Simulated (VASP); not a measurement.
# HfN in VASP: single point with PBE+D3(BJ)

Aim: the single point of HfN with PBE+D3(BJ).

Program: VASP 6.6.1. These are calculated values, not measurements. Logs are shortened: lines on timing, memory, paths and dates and some standing lists are left out, and cuts for length are marked.

## Step 1: The cell of the first run

The cell holds a slab with vacuum, 24 atoms: a = 6.388 Å, b = 6.388 Å, c = 24.922 Å, α = 90.00°, β = 90.00°, γ = 90.00°.

## Step 2: Single point, PBE+D3(BJ)

Input file INCAR:

```
SYSTEM = HfN
ALGO = Normal ; DIPOL = 0.5 0.5 0.410
EDIFF = 1E-7 ; ENCUT = 520
GGA = PE ; IDIPOL = 3
ISIF = 2 ; ISMEAR = 0
IVDW = 12 ; LASPH = .True.
LCHARG = .True. ; LDIPOL = .True.
LELF = .True. ; LREAL = Auto
LVACPOTAV = .True. ; LVHAR = .True.
LWAVE = .False. ; NBANDS = 108
NELM = 100 ; PREC = Accurate
SIGMA = 0.1
```

Input file KPOINTS:

```
k-points
0
Gamma
  3 3 1
  0 0 0
```

Input file POSCAR:

```
HfN
1.0
    6.3878118675      0.0000000000      0.0000000000
    0.0000000000      6.3878118675      0.0000000000
    0.0000000000      0.0000000000     24.9219650885
Hf N
12 12
Direct
    0.2500000000      0.2500000000      0.3210019745
    0.2500000000      0.7500000000      0.3210019745
    0.7500000000      0.2500000000      0.3210019745
    0.7500000000      0.7500000000      0.3210019745
    0.5011625850      0.4991151062      0.4107536225
    0.5010265758      0.0014462559      0.4107683263
   -0.0011871505      0.4991257112      0.4107522458
   -0.0010502879      0.0014352360      0.4107672066
    0.7499456195      0.7507774488      0.4956878326
    0.7500058219      0.2500488007      0.4991282041
    0.2500129359      0.7503608915      0.4969418844
    0.2499597765      0.2508029625      0.4962261874
    0.5000000000      0.5000000000      0.3210019745
    0.5000000000      0.0000000000      0.3210019745
    0.0000000000      0.5000000000      0.3210019745
    0.0000000000      0.0000000000      0.3210019745
    0.7499809480      0.7501792014      0.4081772422
    0.7499953732      0.2502201584      0.4074132428
    0.2499983076      0.7501349825      0.4088579394
    0.2499843848      0.2503176808      0.4084557316
    0.0005447627     -0.0002286813      0.5045663366
    0.0006761569      0.5015275358      0.5046900148
    0.4994109843     -0.0001982835      0.5045601371
    0.4992793961      0.5015000988      0.5046871572
```

Potentials or basis: VASP PAW PBE potentials, release 64 (Hf_pv, N).

Command:

```console
cat potpaw_PBE.64/Hf_pv/POTCAR potpaw_PBE.64/N/POTCAR > POTCAR
mpirun -np 1 vasp_std > vasp.out
```

OUTCAR:

```text
SYSTEM = HfN
   EDIFF = 1E-7
   ENCUT = 520
   GGA = PE
   ISIF = 2
   ISMEAR = 0
   IVDW = 12
   LASPH = .True.
   LREAL = Auto
   NELM = 100
   PREC = Accurate
 IVDW          = 12

 ion  position               nearest neighbor table
   1  0.250  0.250  0.321-  20 2.18  14 2.26  15 2.26  16 2.26  13 2.26   6 3.18   8 3.18   5 3.18
                             7 3.18   3 3.19   2 3.19   2 3.19   3 3.19
   2  0.250  0.750  0.321-  19 2.19  14 2.26  15 2.26  16 2.26  13 2.26   5 3.19   7 3.19   6 3.19
                             8 3.19   4 3.19   1 3.19   1 3.19   4 3.19
   3  0.750  0.250  0.321-  18 2.15  14 2.26  15 2.26  16 2.26  13 2.26   8 3.17   6 3.17   7 3.17
                             5 3.17   4 3.19   1 3.19   4 3.19   1 3.19
   4  0.750  0.750  0.321-  17 2.17  14 2.26  15 2.26  16 2.26  13 2.26   7 3.18   5 3.18   8 3.18
                             6 3.18   3 3.19   2 3.19   3 3.19   2 3.19
   5  0.501  0.499  0.411-  13 2.24  18 2.25  17 2.26  20 2.26  19 2.27  24 2.34   9 3.10  12 3.10
                            11 3.12  10 3.15   3 3.17   4 3.18   7 3.18   6 3.18   1 3.18   2 3.19
   6  0.501  0.001  0.411-  14 2.24  18 2.25  20 2.26  17 2.26  19 2.27  23 2.34   9 3.09  12 3.11
                            11 3.12  10 3.15   3 3.17   1 3.18   5 3.18   4 3.18   8 3.18   2 3.19
   7  0.999  0.499  0.411-  15 2.24  18 2.25  17 2.26  20 2.26  19 2.27  22 2.34   9 3.10  12 3.10
                            11 3.12  10 3.15   3 3.17   4 3.18   5 3.18   8 3.18   1 3.18   2 3.19
   8  0.999  0.001  0.411-  16 2.24  18 2.25  20 2.26  17 2.26  19 2.27  21 2.34   9 3.09  12 3.11
                            11 3.12  10 3.15   3 3.17   1 3.18   7 3.18   4 3.18   6 3.18   2 3.19
   9  0.750  0.751  0.496-  17 2.18  23 2.27  21 2.27  24 2.27  22 2.27   6 3.09   8 3.09   5 3.10
[... 5 lines left out ...]
  12  0.250  0.251  0.496-  20 2.19  22 2.27  24 2.27  21 2.27  23 2.27   7 3.10   5 3.10   8 3.11
                             6 3.11  11 3.19  10 3.19  10 3.20  11 3.20
  13  0.500  0.500  0.321-   5 2.24   2 2.26   3 2.26   4 2.26   1 2.26
  14  0.500  0.000  0.321-   6 2.24   2 2.26   3 2.26   4 2.26   1 2.26
  15  0.000  0.500  0.321-   7 2.24   2 2.26   3 2.26   4 2.26   1 2.26
  16  0.000  0.000  0.321-   8 2.24   2 2.26   3 2.26   4 2.26   1 2.26
  17  0.750  0.750  0.408-   4 2.17   9 2.18   5 2.26   7 2.26   6 2.26   8 2.26
  18  0.750  0.250  0.407-   3 2.15   7 2.25   5 2.25   8 2.25   6 2.25  10 2.29
  19  0.250  0.750  0.409-   2 2.19  11 2.20   5 2.27   7 2.27   6 2.27   8 2.27
  20  0.250  0.250  0.408-   1 2.18  12 2.19   6 2.26   8 2.26   5 2.26   7 2.26
  21  0.001  1.000  0.505-  11 2.26  10 2.27   9 2.27  12 2.27   8 2.34
  22  0.001  0.502  0.505-  11 2.26  12 2.27   9 2.27  10 2.27   7 2.34
  23  0.499  1.000  0.505-  11 2.26  10 2.27   9 2.27  12 2.27   6 2.34
  24  0.499  0.502  0.505-  11 2.26  12 2.27   9 2.27  10 2.27   5 2.34

  LATTYP: Found a simple tetragonal cell.
 ALAT       =     6.3878118675
 C/A-ratio  =     3.9014870202

  Lattice vectors:

 A1 = (   6.3878118675,   0.0000000000,   0.0000000000)
 A2 = (   0.0000000000,   6.3878118675,   0.0000000000)
 A3 = (   0.0000000000,   0.0000000000,  24.9219650885)

Analysis of symmetry for initial positions (statically):
=====================================================================
 Subroutine PRICEL returns:
[... 171 lines left out ...]
   LORBIT       =      0    0 simple, 1 ext, 2 COOP (PROOUT), +10 PAW based schemes
   GGA     = PE    functional components
   LHFCALC =     F    Hartree Fock is set to
   AEXX    =    0.0000 exact exchange contribution
   IVDW    =    12    specifies the selected vdW correction
   LEPSILON=     F    determine dielectric tensor
   LRPA    =     F    only Hartree local field effects (RPA)
 non-spin polarized calculation
 Gauss-broadening in eV      SIGMA  =   0.10
  energy-cutoff  :      520.00
  volume of cell :     1016.92
 maximum number of plane-waves:     27395
   NGX = 23   NGY = 23   NGZ = 93

 dipolmoment           0.000000      0.000000      0.090874 electrons x Angstroem

 number of electron     179.9999960 magnetization

 dipolmoment           0.000000      0.000000     -0.106397 electrons x Angstroem

 Free energy of the ion-electron system (eV)
  ---------------------------------------------------
  ext. energy  EPLUGINS =         0.00000000
  ---------------------------------------------------
  free energy    TOTEN  =      -253.39464885 eV

  energy without entropy =     -253.38629725  energy(sigma->0) =     -253.39047305

 E-fermi :   0.3386     XC(G=0):  -4.3495

 val. band max:        0.2027801064   @ k =   0.3333   0.0000   0.0000
 cond. band min:       0.4867216273   @ k =  -0.3333   0.3333   0.0000
 fundamental gap:      0.2839415209
 Fermi energy:         0.3385808072

 k-point     1 :       0.0000    0.0000    0.0000
  band No.  band energies     occupation
      1     -31.9314      2.00000
      2     -31.9282      2.00000
      3     -31.8636      2.00000
      4     -31.8636      2.00000
      5     -31.8509      2.00000
      6     -31.7390      2.00000
[... 514 lines left out ...]
    101       1.8177      0.00000
    102       1.8342      0.00000
 [bands above 102 left out]

------------------------ aborting loop because EDIFF is reached ----------------------------------------

 Edisp (eV)   -6.03973

 E8    (eV) :    -2.9290

  FORCE on cell =-STRESS in cart. coord.  units (eV):
  Direction    XX          YY          ZZ          XY          YZ          ZX
  --------------------------------------------------------------------------------------
  -------------------------------------------------------------------------------------
  Total     -24.02805   -24.02444    -3.12381    -0.00008    -0.12086     0.00440
  in kB     -37.85669   -37.85099    -4.92163    -0.00013    -0.19042     0.00693
  external pressure =      -26.88 kB  Pullay stress =        0.00 kB

 VOLUME and BASIS-vectors are now :
 -----------------------------------------------------------------------------
  energy-cutoff  :      520.00
  volume of cell :     1016.92
      direct lattice vectors                 reciprocal lattice vectors
     6.387811867  0.000000000  0.000000000     0.156548130  0.000000000  0.000000000
     0.000000000  6.387811867  0.000000000     0.000000000  0.156548130  0.000000000
     0.000000000  0.000000000 24.921965088     0.000000000  0.000000000  0.040125247

 POSITION                                       TOTAL-FORCE (eV/Angst)
 -----------------------------------------------------------------------------------
      1.59695      1.59695      8.00000        -0.000139      0.002171      1.277126
      1.59695      4.79086      8.00000        -0.000089      0.003020      1.366877
      4.79086      1.59695      8.00000        -0.000115      0.001720      1.010960
      4.79086      4.79086      8.00000        -0.000163      0.003052      1.254535
      3.20133      3.18825     10.23679        -0.069197      0.043237      0.018287
      3.20046      0.00924     10.23715        -0.061765     -0.051576     -0.001441
[... 16 lines left out ...]
      3.19014      6.38655     12.57463         0.040704      0.055798      0.082093
      3.18930      3.20349     12.57780         0.051469     -0.074001      0.056553
 -----------------------------------------------------------------------------------
    total drift:                               -0.000054      0.000113      0.002788

  FREE ENERGIE OF THE ION-ELECTRON SYSTEM (eV)
  ---------------------------------------------------
  free  energy   TOTEN  =      -259.4343818923 eV

  energy  without entropy=     -259.4260302876  energy(sigma->0) =     -259.43020609

 vacuum level on the upper side and lower side of the slab         2.887         3.359
```

stdout:

```text
POSCAR found type information on POSCAR HfN
 POSCAR found :  2 types and      24 ions
 scaLAPACK will be used
 LDA part: xc-table for (Slater+PW92), standard interpolation
 POSCAR, INCAR and KPOINTS ok, starting setup
 FFT: planning ... GRIDC
 FFT: planning ... GRID_SOFT
 FFT: planning ... GRID
 WAVECAR not read
 entering main loop
 -----------------------------------------------------------------------------
|                                                                             |
|           W    W    AA    RRRRR   N    N  II  N    N   GGGG   !!!           |
|           W    W   A  A   R    R  NN   N  II  NN   N  G    G  !!!           |
|           W    W  A    A  R    R  N N  N  II  N N  N  G       !!!           |
|           W WW W  AAAAAA  RRRRR   N  N N  II  N  N N  G  GGG   !            |
|           WW  WW  A    A  R   R   N   NN  II  N   NN  G    G                |
|           W    W  A    A  R    R  N    N  II  N    N   GGGG   !!!           |
|                                                                             |
|     Did not find any points to average over, which means that no vacuum     |
|     field-free region was found. Please increase the size of  your cell     |
|     in the dimension of the dipole correction to obtain accurate            |
|     workfunction values.                                                    |
|                                                                             |
 -----------------------------------------------------------------------------
```

Wall time 38 min (1 thread of Intel Xeon 8259CL, shared host); peak memory 1 GiB.

What came out:

* Free energy: -259.4344 eV
* Largest force: 1.367 eV/Å
* Band gap on the k mesh: 0.28 eV
* Dispersion energy per atom: -0.252 eV

Forces in eV/Å, atoms in the order of the input:
```
Hf   0.000  0.002  1.277
Hf   0.000  0.003  1.367
Hf   0.000  0.002  1.011
Hf   0.000  0.003  1.255
Hf  -0.069  0.043  0.018
Hf  -0.062 -0.052 -0.001
Hf   0.070  0.043  0.019
Hf   0.062 -0.051  0.000
Hf   0.004 -0.039  0.151
Hf  -0.002  0.049 -1.061
Hf  -0.004  0.010 -0.302
Hf   0.002 -0.013 -0.014
N   -0.021  0.021 -1.137
N   -0.022 -0.014 -1.138
N    0.020  0.021 -1.137
N    0.021 -0.014 -1.138
N    0.000  0.012  0.013
N    0.000  0.000  0.560
N   -0.001  0.010 -0.037
N    0.000 -0.002  0.020
N   -0.040  0.058  0.081
N   -0.051 -0.076  0.056
N    0.041  0.056  0.082
N    0.051 -0.074  0.057
```

Caveat: spin-orbit coupling is left out, which moves the levels of the heavy elements.
